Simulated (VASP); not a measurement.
# AlNi (CsCl type) (Pm-3m) in VASP: single point with PBE

Aim: the single point of AlNi (CsCl type) with PBE.

All numbers are computed with VASP 6.6.1; they aren't measurements. Logs are shortened: lines on timing, memory, paths and dates and some standing lists are left out, and cuts for length are marked.

**1. The cell of the first run**

The structure is cubic, space group Pm-3m (No. 221). Conventional cell: a = 2.834 Å, b = 2.834 Å, c = 2.834 Å, α = 90.00°, β = 90.00°, γ = 90.00°. Ni (site symmetry m-3m) has 8 Al at 2.45 Å and 6 Ni at 2.83 Å within 3.2 Å. Al (site symmetry m-3m) has 8 Ni at 2.45 Å and 6 Al at 2.83 Å within 3.2 Å.

**2. Single point, PBE**

The input, INCAR:

```
SYSTEM = AlNi
PREC = Accurate ; ENCUT = 520
EDIFF = 1E-7 ; ISMEAR = -1
SIGMA = 0.08 ; LREAL = .False.
LASPH = .True. ; NELM = 60
ALGO = Normal ; ISIF = 2
LWAVE = .False. ; LCHARG = .False.
GGA = PE ; NBANDS = 14
```

The input, KPOINTS:

```
regular mesh
0
Gamma
  21 21 21
  0 0 0
```

The input, POSCAR:

```
AlNi
1.0
    2.8343371620      0.0000000000      0.0000000000
    0.0000000000      2.8343371620      0.0000000000
    0.0000000000      0.0000000000      2.8343371620
Ni Al
1 1
Direct
    0.0000000000      0.0000000000      0.0000000000
    0.5000000000      0.5000000000      0.5000000000
```

Potentials or basis: VASP PAW PBE potentials, release 64 (Ni, Al).

The run is started by

```bash
cat potpaw_PBE.64/Ni/POTCAR potpaw_PBE.64/Al/POTCAR > POTCAR
mpirun -np 1 vasp_std > vasp.out
```

OUTCAR:

```text
SYSTEM = AlNi
   PREC = Accurate
   ENCUT = 520
   EDIFF = 1E-7
   ISMEAR = -1
   LREAL = .False.
   LASPH = .True.
   NELM = 60
   ISIF = 2
   GGA = PE

 ion  position               nearest neighbor table
   1  0.000  0.000  0.000-   2 2.45   2 2.45   2 2.45   2 2.45   2 2.45   2 2.45   2 2.45   2 2.45

   2  0.500  0.500  0.500-   1 2.45   1 2.45   1 2.45   1 2.45   1 2.45   1 2.45   1 2.45   1 2.45

  LATTYP: Found a simple cubic cell.
 ALAT       =     2.8343371620

  Lattice vectors:

 A1 = (   2.8343371620,   0.0000000000,   0.0000000000)
 A2 = (   0.0000000000,   2.8343371620,   0.0000000000)
 A3 = (   0.0000000000,   0.0000000000,   2.8343371620)

Analysis of symmetry for initial positions (statically):
=====================================================================
 Subroutine PRICEL returns:
 Original cell was already a primitive cell.

 Routine SETGRP: Setting up the symmetry group for a
 simple cubic supercell.

 Subroutine GETGRP returns: Found 48 space group operations
 (whereof 48 operations were pure point group operations)
 out of a pool of 48 trial point group operations.

The static configuration has the point symmetry O_h .

Analysis of symmetry for dynamics (positions and initial velocities):
=====================================================================
 Subroutine PRICEL returns:
 Original cell was already a primitive cell.

 Routine SETGRP: Setting up the symmetry group for a
 simple cubic supercell.

 Subroutine GETGRP returns: Found 48 space group operations
 (whereof 48 operations were pure point group operations)
 out of a pool of 48 trial point group operations.

The dynamic configuration has the point symmetry O_h .

 Subroutine INISYM returns: Found 48 space group operations
 (whereof 48 operations are pure point group operations),
 and found     1 'primitive' translations

----------------------------------------------------------------------------------------

                                     Primitive cell

  volume of cell :      22.7696

  direct lattice vectors                    reciprocal lattice vectors
     2.834337162  0.000000000  0.000000000     0.352816176  0.000000000  0.000000000
     0.000000000  2.834337162  0.000000000     0.000000000  0.352816176  0.000000000
     0.000000000  0.000000000  2.834337162     0.000000000  0.000000000  0.352816176

  length of vectors
     2.834337162  2.834337162  2.834337162     0.352816176  0.352816176  0.352816176

  position of ions in fractional coordinates (direct lattice)
     0.000000000  0.000000000  0.000000000
     0.500000000  0.500000000  0.500000000

  ion indices of the primitive-cell ions
   primitive index   ion index
                 1           1
                 2           2

----------------------------------------------------------------------------------------

 KPOINTS: regular mesh

Automatic generation of k-mesh.
 Grid dimensions read from file:
 generate k-points for:   21   21   21

 Generating k-lattice:

  Cartesian coordinates                     Fractional coordinates (reciprocal lattice)
     0.016800770  0.000000000  0.000000000     0.047619048  0.000000000  0.000000000
     0.000000000  0.016800770  0.000000000     0.000000000  0.047619048  0.000000000
     0.000000000  0.000000000  0.016800770     0.000000000  0.000000000  0.047619048

  Length of vectors
     0.016800770  0.016800770  0.016800770

  Shift w.r.t. Gamma in fractional coordinates (k-lattice)
     0.000000000  0.000000000  0.000000000

 Subroutine IBZKPT returns following result:
 ===========================================

 Found    286 irreducible k-points:

 Following reciprocal coordinates:
            Coordinates               Weight
  0.000000  0.000000  0.000000      1.000000
  0.047619  0.000000  0.000000      6.000000
  0.095238  0.000000  0.000000      6.000000
  0.142857  0.000000  0.000000      6.000000
  0.190476  0.000000  0.000000      6.000000
  0.238095  0.000000  0.000000      6.000000
[... 16 lines left out ...]
  0.142857  0.095238  0.000000     24.000000
  0.190476  0.095238  0.000000     24.000000
 [... further k-points ...]
   k-points           NKPTS =    286   k-points in BZ     NKDIM =    286   number of bands    NBANDS=     14
   number of dos      NEDOS =    301   number of ions     NIONS =      2
   total plane-waves  NPLWV =  13824
   dimension x,y,z NGX =    24 NGY =   24 NGZ =   24
   dimension x,y,z NGXF=    48 NGYF=   48 NGZF=   48
   ions per type =               1   1
   NGX,Y,Z   is equivalent  to a cutoff of  14.08, 14.08, 14.08 a.u.
   NGXF,Y,Z  is equivalent  to a cutoff of  28.15, 28.15, 28.15 a.u.
 SYSTEM =  AlNi
   PREC   = accura    normal or accurate (medium, high low for compatibility)
   ISTART =      0    job   : 0-new  1-cont  2-samecut
   ICHARG =      2    charge: 1-file 2-atom 10-const
   ISPIN  =      1    spin polarized calculation?
   LNONCOLLINEAR =      F non collinear calculations
   LSORBIT =      F    spin-orbit coupling
   LASPH  =      T    aspherical Exc in radial PAW
   ENCUT  =  520.0 eV  38.22 Ry    6.18 a.u.   5.27  5.27  5.27*2*pi/ulx,y,z
   NELM   =     60;   NELMIN=  2; NELMDL= -5     # of ELM steps
   EDIFF  = 0.1E-06   stopping-criterion for ELM
   LREAL  =      F    real-space projection
   EDIFFG = 0.1E-05   stopping-criterion for IOM
   NSW    =      0    number of steps for IOM
   IBRION =     -1    ionic relax: 0-MD 1-quasi-New 2-CG
   NFREE  =      0    steps in history (QN), initial steepest desc. (CG)
   ISIF   =      2    stress and relaxation
   ISYM   =      2    0-nonsym 1-usesym 2-fastsym
   POTIM  = 0.5000    time-step for ionic-motion
   TEBEG  =    0.0;   TEEND  =   0.0 temperature during run
   PSTRESS=    0.0 pullay stress
   NELECT =      13.0000    total number of electrons
   NUPDOWN=      -1.0000    fix difference up-down
   EMIN   =  10.00;   EMAX   =-10.00  energy-range for DOS
   EFERMI =   0.00;   METHOD = LEGACY
   ISMEAR =    -1;   SIGMA  =   0.08  broadening in eV -4-tet -1-fermi 0-gaus
   EFERMI_NEDOS =   21; number of points for ismear=-14 and -15
   IALGO  =     38    algorithm
   IMIX   =      4    mixing-type and parameters
     AMIX     =   0.40;   BMIX     =  1.00
     AMIX_MAG =   1.60;   BMIX_MAG =  1.00
  volume/ion in A,a.u.               =      11.38        76.83
  Fermi-wavevector in a.u.,A,eV,Ry     =   1.358119  2.566472 25.095766  1.844487
  Thomas-Fermi vector in A             =   2.484979
   LORBIT       =      0    0 simple, 1 ext, 2 COOP (PROOUT), +10 PAW based schemes
   GGA     = PE    functional components
   LHFCALC =     F    Hartree Fock is set to
   AEXX    =    0.0000 exact exchange contribution
   IVDW    =     0    specifies the selected vdW correction
   LEPSILON=     F    determine dielectric tensor
   LRPA    =     F    only Hartree local field effects (RPA)
 non-spin polarized calculation
  energy-cutoff  :      520.00
  volume of cell :       22.77
 maximum number of plane-waves:       627
 NGX is ok and might be reduce to    24
   NGX = 11   NGY = 11   NGZ = 11

 number of electron      12.9999995 magnetization

 Free energy of the ion-electron system (eV)
  ---------------------------------------------------
  ext. energy  EPLUGINS =         0.00000000
  ---------------------------------------------------
  free energy    TOTEN  =       -10.49919700 eV

  energy without entropy =      -10.48236599  energy(sigma->0) =      -10.49078150

 E-fermi :  10.6912     XC(G=0): -12.2859

 val. band max:       10.6889355741   @ k =   0.3810   0.3333   0.1429
 cond. band min:      10.7027227028   @ k =   0.3333   0.1429   0.0000
 fundamental gap:      0.0137871288
 Fermi energy:        10.6911681409

 k-point     1 :       0.0000    0.0000    0.0000
  band No.  band energies     occupation
      1      -0.8128      2.00000
      2       7.2179      2.00000
      3       7.2179      2.00000
      4       9.0415      2.00000
      5       9.0415      2.00000
      6       9.0415      2.00000
      7      16.4007      0.00000
      8      16.4007      0.00000
      9      16.4007      0.00000
     10      18.9729      0.00000
     11      18.9729      0.00000
     12      25.3300      0.00000
     13      32.1946      0.00000
     14      32.1946      0.00000

 k-point     2 :       0.0476    0.0000    0.0000
  band No.  band energies     occupation
      1      -0.7696      2.00000
      2       7.2157      2.00000
      3       7.2286      2.00000
      4       9.0219      2.00000
      5       9.0219      2.00000
      6       9.0436      2.00000
      7      15.8730      0.00000
      8      16.4582      0.00000
      9      16.4582      0.00000
     10      18.9738      0.00000
     11      19.4637      0.00000
     12      25.4735      0.00000
     13      31.6270      0.00000
     14      31.6270      0.00000

 k-point     3 :       0.0952    0.0000    0.0000
  band No.  band energies     occupation
      1      -0.6400      2.00000
      2       7.2044      2.00000
      3       7.2598      2.00000
      4       8.9657      2.00000
      5       8.9657      2.00000
      6       9.0497      2.00000
      7      14.8434      0.00000
      8      16.6278      0.00000
      9      16.6278      0.00000
     10      18.9763      0.00000
     11      20.3706      0.00000
     12      25.9187      0.00000
     13      30.5311      0.00000
     14      30.5311      0.00000

 k-point     4 :       0.1429    0.0000    0.0000
  band No.  band energies     occupation
      1      -0.4250      2.00000
      2       7.1692      2.00000
      3       7.3093      2.00000
      4       8.8805      2.00000
      5       8.8805      2.00000
      6       9.0593      2.00000
      7      13.7390      0.00000
      8      16.9027      0.00000
      9      16.9027      0.00000
     10      18.9804      0.00000
     11      21.2513      0.00000
     12      26.6891      0.00000
     13      29.3376      0.00000
     14      29.3376      0.00000

 k-point     5 :       0.1905    0.0000    0.0000
  band No.  band energies     occupation
      1      -0.1263      2.00000
      2       7.0827      2.00000
      3       7.3733      2.00000
      4       8.7765      2.00000
      5       8.7765      2.00000
      6       9.0716      2.00000
      7      12.6926      0.00000
      8      17.2729      0.00000
      9      17.2729      0.00000
     10      18.9860      0.00000
     11      22.0017      0.00000
[... 276 lines left out ...]
 k-point    22 :       0.0952    0.0952    0.0000
  band No.  band energies     occupation
      1      -0.4681      2.00000
      2       7.2293      2.00000
      3       7.2702      2.00000
      4       8.8817      2.00000
      5       8.9578      2.00000
      6       8.9921      2.00000
      7      14.7650      0.00000
      8      15.3412      0.00000
      9      16.8526      0.00000
     10      19.6974      0.00000
     11      21.1635      0.00000
     12      26.4179      0.00000
     13      28.7924      0.00000
     14      30.5121      0.00000

 k-point    23 :       0.1429    0.0952    0.0000
  band No.  band energies     occupation
      1      -0.2543      2.00000
      2       7.2119      2.00000
      3       7.3104      2.00000
      4       8.7886      2.00000
      5       8.8855      2.00000
      6       8.9912      2.00000
      7      13.8551      0.00000
      8      15.3756      0.00000
      9      17.1248      0.00000
     10      19.8508      0.00000
     11      22.0229      0.00000
     12      27.0770      0.00000
     13      27.6222      0.00000
     14      29.4324      0.00000

 k-point    24 :       0.1905    0.0952    0.0000
  band No.  band energies     occupation
      1       0.0428      2.00000
      2       7.1368      2.00000
      3       7.3740      2.00000
      4       8.6786      2.00000
      5       8.7847      2.00000
      6       9.0029      2.00000
      7      12.8280      0.00000
      8      15.6570      0.00000
      9      17.4918      0.00000
     10      19.9337      0.00000
     11      22.8372      0.00000
     12      26.4629      0.00000
     13      28.0645      0.00000
     14      28.2576      0.00000

 [... further k-points ...]
[... 5 lines left out ...]
  --------------------------------------------------------------------------------------
  -------------------------------------------------------------------------------------
  Total        1.5925490      1.5925490      1.5925490     -0.0000000     -0.0000000      0.0000000
  in kB      112.0595460    112.0595460    112.0595460     -0.0000000     -0.0000000      0.0000000
  external PRESSURE =     112.0595460 kB  Pullay stress =       0.0000000 kB

 VOLUME and BASIS-vectors are now :
 -----------------------------------------------------------------------------
  energy-cutoff  :      520.00
  volume of cell :       22.77
      direct lattice vectors                 reciprocal lattice vectors
     2.834337162  0.000000000  0.000000000     0.352816176  0.000000000  0.000000000
     0.000000000  2.834337162  0.000000000     0.000000000  0.352816176  0.000000000
     0.000000000  0.000000000  2.834337162     0.000000000  0.000000000  0.352816176

 POSITION                                       TOTAL-FORCE (eV/Angst)
 -----------------------------------------------------------------------------------
      0.00000      0.00000      0.00000         0.000000      0.000000      0.000000
      1.41717      1.41717      1.41717         0.000000      0.000000      0.000000
 -----------------------------------------------------------------------------------
    total drift:                                0.000000      0.000000      0.000000

  FREE ENERGIE OF THE ION-ELECTRON SYSTEM (eV)
  ---------------------------------------------------
  free  energy   TOTEN  =       -10.4991970027 eV

  energy  without entropy=      -10.4823659913  energy(sigma->0) =      -10.49078150
```

It took 1.8 min on 1 thread of Intel Xeon 8259CL, shared host; peak memory 0.22 GiB.

What came out:

```
Free energy            : -10.4992 eV
Pressure               : 11.2 GPa
Band gap on the k mesh : zero (an odd number of electrons rules out a gap without spin polarisation)
```

Caveat: the cell stands under pressure.
